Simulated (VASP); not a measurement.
# Ta2N (P1) in VASP: single point with PBE

Aim: the single point of Ta2N with PBE.

All numbers are computed with VASP 6.6.1; they aren't measurements. Logs are shortened: lines on timing, memory, paths and dates and some standing lists are left out, and cuts for length are marked.

**1. The cell of the first run**

The typed cell holds 3 atoms: a = 3.113 Å, b = 3.113 Å, c = 4.870 Å, α = 90.00°, β = 90.00°, γ = 120.00°.

**2. Single point, PBE (one atom moved)**

Input file INCAR:

```
PREC = Accurate
ENCUT = 520
EDIFF = 1E-6
ISMEAR = 0
SIGMA = 0.1
LREAL = False
LASPH = True
NELM = 100
ALGO = Normal
ISIF = 2
LWAVE = False
LCHARG = False
GGA = PE
NBANDS = 20
```

Input file KPOINTS:

```
regular mesh
0
Gamma
  15 15 8
```

Input file POSCAR:

```
Ta2N
1.0
    3.1128615060      0.0000000000      0.0000000000
   -1.5564307530      2.6958171426      0.0000000000
    0.0000000000      0.0000000000      4.8698410000
Ta N
2 1
Direct
    0.6666666667      0.3333333333      0.7452890000
    0.3333333333      0.6666666667      0.2547110000
   -0.0087190009     -0.0312966331      0.0250788475
```

Potentials or basis: VASP PAW PBE potentials, release 64 (Ta_pv, N).

Run with:

```console
cat potpaw_PBE.64/Ta_pv/POTCAR potpaw_PBE.64/N/POTCAR > POTCAR
mpirun -np 1 vasp_std > vasp.out
```

OUTCAR:

```text
PREC = Accurate
   ENCUT = 520
   EDIFF = 1E-6
   ISMEAR = 0
   LREAL = False
   LASPH = True
   NELM = 100
   ISIF = 2
   GGA = PE

 ion  position               nearest neighbor table
   1  0.667  0.333  0.745-   3 2.19   3 2.28   3 2.30   2 2.99   2 2.99   2 2.99   2 3.06   2 3.06
                             2 3.06
   2  0.333  0.667  0.255-   3 2.07   3 2.10   3 2.19   1 2.99   1 2.99   1 2.99   1 3.06   1 3.06
                             1 3.06
   3  0.991  0.969  0.025-   2 2.07   2 2.10   1 2.19   2 2.19   1 2.28   1 2.30

  LATTYP: Found a hexagonal cell.
 ALAT       =     3.1128615060
 C/A-ratio  =     1.5644258476

  Lattice vectors:

 A1 = (   3.1128615060,   0.0000000000,   0.0000000000)
 A2 = (  -1.5564307530,   2.6958171426,   0.0000000000)
 A3 = (   0.0000000000,   0.0000000000,   4.8698410000)

Analysis of symmetry for initial positions (statically):
=====================================================================
 Subroutine PRICEL returns:
 Original cell was already a primitive cell.

 Routine SETGRP: Setting up the symmetry group for a
 hexagonal supercell.

 Subroutine GETGRP returns: Found  1 space group operations
 (whereof  1 operations were pure point group operations)
 out of a pool of 24 trial point group operations.

The static configuration has the point symmetry C_1 .

Analysis of symmetry for dynamics (positions and initial velocities):
=====================================================================
 Subroutine PRICEL returns:
 Original cell was already a primitive cell.

 Routine SETGRP: Setting up the symmetry group for a
 hexagonal supercell.

 Subroutine GETGRP returns: Found  1 space group operations
 (whereof  1 operations were pure point group operations)
 out of a pool of 24 trial point group operations.

The dynamic configuration has the point symmetry C_1 .

 Subroutine INISYM returns: Found  1 space group operations
 (whereof  1 operations are pure point group operations),
 and found     1 'primitive' translations

----------------------------------------------------------------------------------------

                                     Primitive cell

  volume of cell :      40.8663

  direct lattice vectors                    reciprocal lattice vectors
     3.112861506  0.000000000  0.000000000     0.321247829  0.185472520  0.000000000
    -1.556430753  2.695817143  0.000000000     0.000000000  0.370945041  0.000000000
     0.000000000  0.000000000  4.869841000     0.000000000  0.000000000  0.205345513

  length of vectors
     3.112861506  3.112861506  4.869841000     0.370945041  0.370945041  0.205345513

  position of ions in fractional coordinates (direct lattice)
     0.666666667  0.333333333  0.745289000
     0.333333333  0.666666667  0.254711000
     0.991280999  0.968703367  0.025078847

  ion indices of the primitive-cell ions
   primitive index   ion index
                 1           1
                 2           2
                 3           3

----------------------------------------------------------------------------------------

 KPOINTS: regular mesh

Automatic generation of k-mesh.
 Grid dimensions read from file:
 generate k-points for:   15   15    8

 Generating k-lattice:

  Cartesian coordinates                     Fractional coordinates (reciprocal lattice)
     0.021416522  0.012364835  0.000000000     0.066666667  0.000000000  0.000000000
     0.000000000  0.024729669  0.000000000     0.000000000  0.066666667  0.000000000
     0.000000000  0.000000000  0.025668189     0.000000000  0.000000000  0.125000000

  Length of vectors
     0.024729669  0.024729669  0.025668189

  Shift w.r.t. Gamma in fractional coordinates (k-lattice)
     0.000000000  0.000000000  0.000000000

 Subroutine IBZKPT returns following result:
 ===========================================

 Found    901 irreducible k-points:

 Following reciprocal coordinates:
            Coordinates               Weight
  0.000000  0.000000  0.000000      1.000000
  0.066667  0.000000  0.000000      2.000000
  0.000000  0.066667  0.000000      2.000000
 -0.066667  0.066667  0.000000      2.000000
  0.133333  0.000000  0.000000      2.000000
  0.000000  0.133333  0.000000      2.000000
[... 16 lines left out ...]
  0.066667  0.066667  0.000000      2.000000
 -0.066667  0.133333  0.000000      2.000000
 [... further k-points ...]
   k-points           NKPTS =    901   k-points in BZ     NKDIM =    901   number of bands    NBANDS=     20
   number of dos      NEDOS =    301   number of ions     NIONS =      3
   total plane-waves  NPLWV =  20736
   dimension x,y,z NGX =    24 NGY =   24 NGZ =   36
   dimension x,y,z NGXF=    48 NGYF=   48 NGZF=   72
   ions per type =               2   1
   NGX,Y,Z   is equivalent  to a cutoff of  12.82, 12.82, 12.29 a.u.
   NGXF,Y,Z  is equivalent  to a cutoff of  25.63, 25.63, 24.58 a.u.
 SYSTEM =  unknown system
   PREC   = accura    normal or accurate (medium, high low for compatibility)
   ISTART =      0    job   : 0-new  1-cont  2-samecut
   ICHARG =      2    charge: 1-file 2-atom 10-const
   ISPIN  =      1    spin polarized calculation?
   LNONCOLLINEAR =      F non collinear calculations
   LSORBIT =      F    spin-orbit coupling
   LASPH  =      T    aspherical Exc in radial PAW
   ENCUT  =  520.0 eV  38.22 Ry    6.18 a.u.   5.79  5.79  9.05*2*pi/ulx,y,z
   NELM   =    100;   NELMIN=  2; NELMDL= -5     # of ELM steps
   EDIFF  = 0.1E-05   stopping-criterion for ELM
   LREAL  =      F    real-space projection
   EDIFFG = 0.1E-04   stopping-criterion for IOM
   NSW    =      0    number of steps for IOM
   IBRION =     -1    ionic relax: 0-MD 1-quasi-New 2-CG
   NFREE  =      0    steps in history (QN), initial steepest desc. (CG)
   ISIF   =      2    stress and relaxation
   ISYM   =      2    0-nonsym 1-usesym 2-fastsym
   POTIM  = 0.5000    time-step for ionic-motion
   TEBEG  =    0.0;   TEEND  =   0.0 temperature during run
   PSTRESS=    0.0 pullay stress
   NELECT =      27.0000    total number of electrons
   NUPDOWN=      -1.0000    fix difference up-down
   EMIN   =  10.00;   EMAX   =-10.00  energy-range for DOS
   EFERMI =   0.00;   METHOD = LEGACY
   ISMEAR =     0;   SIGMA  =   0.10  broadening in eV -4-tet -1-fermi 0-gaus
   EFERMI_NEDOS =   21; number of points for ismear=-14 and -15
   IALGO  =     38    algorithm
   IMIX   =      4    mixing-type and parameters
     AMIX     =   0.40;   BMIX     =  1.00
     AMIX_MAG =   1.60;   BMIX_MAG =  1.00
  volume/ion in A,a.u.               =      13.62        91.93
  Fermi-wavevector in a.u.,A,eV,Ry     =   1.425852  2.694469 27.661374  2.033054
  Thomas-Fermi vector in A             =   2.546192
   LORBIT       =      0    0 simple, 1 ext, 2 COOP (PROOUT), +10 PAW based schemes
   GGA     = PE    functional components
   LHFCALC =     F    Hartree Fock is set to
   AEXX    =    0.0000 exact exchange contribution
   IVDW    =     0    specifies the selected vdW correction
   LEPSILON=     F    determine dielectric tensor
   LRPA    =     F    only Hartree local field effects (RPA)
 non-spin polarized calculation
 Gauss-broadening in eV      SIGMA  =   0.10
  energy-cutoff  :      520.00
  volume of cell :       40.87
 maximum number of plane-waves:      1112
   NGX = 11   NGY = 11   NGZ = 19

 number of electron      26.9999997 magnetization

 Free energy of the ion-electron system (eV)
  ---------------------------------------------------
  ext. energy  EPLUGINS =         0.00000000
  ---------------------------------------------------
  free energy    TOTEN  =       -34.22942769 eV

  energy without entropy =      -34.22306868  energy(sigma->0) =      -34.22624819

 E-fermi :   7.4447     XC(G=0): -12.8410

 val. band max:        7.4435268647   @ k =  -0.2667  -0.3333  -0.3750
 cond. band min:       7.4453458845   @ k =   0.2667   0.4667   0.3750
 fundamental gap:      0.0018190198
 Fermi energy:         7.4447047687

 k-point     1 :       0.0000    0.0000    0.0000
  band No.  band energies     occupation
      1     -28.2131      2.00000
      2     -27.5131      2.00000
      3     -27.4998      2.00000
      4     -27.3744      2.00000
      5     -27.3714      2.00000
      6     -27.2568      2.00000
[... 12 lines left out ...]
     19       8.7585      0.00000
     20      12.2762      0.00000

 k-point     2 :       0.0667    0.0000    0.0000
  band No.  band energies     occupation
      1     -28.2000      2.00000
      2     -27.5377      2.00000
      3     -27.5119      2.00000
      4     -27.3986      2.00000
      5     -27.3758      2.00000
      6     -27.2619      2.00000
[... 12 lines left out ...]
     19       9.1932      0.00000
     20      12.3107      0.00000

 k-point     3 :       0.0000    0.0667    0.0000
  band No.  band energies     occupation
      1     -28.2000      2.00000
      2     -27.5276      2.00000
      3     -27.5209      2.00000
      4     -27.4011      2.00000
      5     -27.3739      2.00000
      6     -27.2618      2.00000
[... 12 lines left out ...]
     19       9.0942      0.00000
     20      12.3142      0.00000

 k-point     4 :      -0.0667    0.0667    0.0000
  band No.  band energies     occupation
      1     -28.2000      2.00000
      2     -27.5399      2.00000
      3     -27.5100      2.00000
      4     -27.3985      2.00000
      5     -27.3755      2.00000
      6     -27.2619      2.00000
[... 12 lines left out ...]
     19       9.1609      0.00000
     20      12.3184      0.00000

 k-point     5 :       0.1333    0.0000    0.0000
  band No.  band energies     occupation
      1     -28.1618      2.00000
      2     -27.6128      2.00000
      3     -27.5397      2.00000
      4     -27.4702      2.00000
      5     -27.3833      2.00000
      6     -27.2773      2.00000
[... 12 lines left out ...]
     19      10.0610      0.00000
     20      12.2402      0.00000

 k-point     6 :       0.0000    0.1333    0.0000
  band No.  band energies     occupation
      1     -28.1620      2.00000
      2     -27.6009      2.00000
      3     -27.5473      2.00000
      4     -27.4745      2.00000
      5     -27.3814      2.00000
      6     -27.2774      2.00000
[... 12 lines left out ...]
     19      10.0562      0.00000
     20      12.2291      0.00000

 k-point     7 :      -0.1333    0.1333    0.0000
  band No.  band energies     occupation
      1     -28.1619      2.00000
      2     -27.6168      2.00000
      3     -27.5367      2.00000
      4     -27.4700      2.00000
      5     -27.3827      2.00000
      6     -27.2775      2.00000
[... 12 lines left out ...]
     19      10.0250      0.00000
     20      12.2724      0.00000
[... 277 lines left out ...]
 k-point    20 :       0.4667    0.0000    0.0000
  band No.  band energies     occupation
      1     -28.1344      2.00000
      2     -27.9094      2.00000
      3     -27.7990      2.00000
      4     -27.6937      2.00000
      5     -27.4829      2.00000
      6     -27.4460      2.00000
[... 12 lines left out ...]
     19      11.8095      0.00000
     20      12.0184      0.00000

 k-point    21 :       0.0000    0.4667    0.0000
  band No.  band energies     occupation
      1     -28.1163      2.00000
      2     -27.9131      2.00000
      3     -27.7983      2.00000
      4     -27.7005      2.00000
      5     -27.4812      2.00000
      6     -27.4466      2.00000
[... 12 lines left out ...]
     19      11.7683      0.00000
     20      12.0653      0.00000

 k-point    22 :      -0.4667    0.4667    0.0000
  band No.  band energies     occupation
      1     -28.1419      2.00000
      2     -27.9071      2.00000
      3     -27.7990      2.00000
      4     -27.6916      2.00000
      5     -27.4816      2.00000
      6     -27.4460      2.00000
[... 12 lines left out ...]
     19      11.7837      0.00000
     20      11.9704      0.00000

 k-point    23 :       0.0667    0.0667    0.0000
  band No.  band energies     occupation
      1     -28.1744      2.00000
      2     -27.5739      2.00000
      3     -27.5462      2.00000
      4     -27.4435      2.00000
      5     -27.3830      2.00000
      6     -27.2720      2.00000
[... 12 lines left out ...]
     19       9.7849      0.00000
     20      12.2744      0.00000

 k-point    24 :      -0.0667    0.1333    0.0000
  band No.  band energies     occupation
      1     -28.1744      2.00000
      2     -27.5787      2.00000
      3     -27.5429      2.00000
      4     -27.4422      2.00000
      5     -27.3828      2.00000
      6     -27.2722      2.00000
[... 12 lines left out ...]
     19       9.7972      0.00000
     20      12.2947      0.00000

 [... further k-points ...]
[... 5 lines left out ...]
  --------------------------------------------------------------------------------------
  -------------------------------------------------------------------------------------
  Total        0.6257574      0.0347939      0.1873928     -0.1352010     -0.1651165      0.1302271
  in kB       24.5330526      1.3641079      7.3468052     -5.3006049     -6.4734553      5.1056005
  external PRESSURE =      11.0813219 kB  Pullay stress =       0.0000000 kB

 VOLUME and BASIS-vectors are now :
 -----------------------------------------------------------------------------
  energy-cutoff  :      520.00
  volume of cell :       40.87
      direct lattice vectors                 reciprocal lattice vectors
     3.112861506  0.000000000  0.000000000     0.321247829  0.185472520  0.000000000
    -1.556430753  2.695817143  0.000000000     0.000000000  0.370945041  0.000000000
     0.000000000  0.000000000  4.869841000     0.000000000  0.000000000  0.205345513

 POSITION                                       TOTAL-FORCE (eV/Angst)
 -----------------------------------------------------------------------------------
      1.55643      0.89861      3.62944         0.093081     -0.469260      0.735376
     -0.00000      1.79721      1.24040         0.222880     -0.573053      1.032586
      1.57800      2.61145      0.12213        -0.315961      1.042313     -1.767962
 -----------------------------------------------------------------------------------
    total drift:                               -0.000042      0.000053     -0.000084

  FREE ENERGIE OF THE ION-ELECTRON SYSTEM (eV)
  ---------------------------------------------------
  free  energy   TOTEN  =       -34.2294276891 eV

  energy  without entropy=      -34.2230686826  energy(sigma->0) =      -34.22624819
```

Wall time 11 min (1 thread of Oxide Virtual Turin-like, shared host); peak memory 0.66 GiB.

Results:

| Quantity | Value |
| --- | --- |
| Free energy | -34.2294 eV |
| Pressure | 1.1 GPa |
| Largest force | 2.077 eV/Å |

Forces on the atoms (eV/Å):
```
Ta   0.093 -0.469  0.735
Ta   0.223 -0.573  1.033
N   -0.316  1.042 -1.768
```

Levels at points of the mesh, in eV from the Fermi level:
```csv
k point,band 9,band 10,band 11,band 12,band 13,band 14,band 15,band 16,band 17,band 18
"(0.00, 0.00, 0.00)",-6.13,-6.10,-4.94,-0.98,-0.26,-0.19,0.22,0.28,0.88,1.30
"(0.00, 0.00, 0.50)",-6.29,-6.26,-3.11,-2.41,-1.09,-1.05,1.58,1.83,2.05,2.57
```

Caveat: the cell differs from its parent crystal (one atom moved); spin-orbit coupling is left out, which moves the levels of the heavy elements; forces of over 1 eV/Å act on the atoms, so gaps and moduli don't describe the material at rest.
